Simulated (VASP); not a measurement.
Runs of VASP 6.6.1 on Tb5C. The structure is that of space group F-43m (No. 216), or close to it. The cells are those of the table. The cell was built from a structure type or drawn by symmetry, and may not be a known phase.

```tsv
task	cell	k mesh	gap on the mesh (eV)	pressure (GPa)	relaxed volume (Å³/atom)	largest force (eV/Å)
relaxation of cell and atoms	relaxed from a = 5.886 Å, angles 60.0°, 6 atoms	4 × 4 × 4	none	0.0	29.69	-
relaxation of cell and atoms	relaxed from a = 6.283 Å, angles 60.0°, 6 atoms	8 × 8 × 8	none	0.0	(a)	-
single point	a = 6.283 Å, angles 60.0°, 6 atoms	4 × 4 × 4	none	0.5	-	0.01
single point	a = 5.886 Å, angles 60.0°, 6 atoms	4 × 4 × 4	none	(b)	-	-
single point	a = 6.312 Å, angles 60.0°, 6 atoms	8 × 8 × 8	none	0.3	-	0.01
```

Alike in all rows: level PBE; potentials or basis VASP PAW PBE potentials, release 64 (Tb_3, C), 4f in core; no spin polarisation; cutoff (eV) 600; smearing gaussian 0.1 eV.

Q: Fill in the values left out.

A: (a) 29.90; (b) 9.8.

Caveats: spin-orbit coupling is left out, which moves the levels of the heavy elements; the 4f electrons are frozen in the core, so they carry no moment and show no levels; the volume moved by over 15 % at a fixed basis, so the end points are rough (at least some runs); the cell stands under pressure (at least some runs).

A k mesh can miss the band edges, and the runs leave out spin-orbit coupling on Tb.

A gap of «none» marks levels without a gap at the run's occupations.
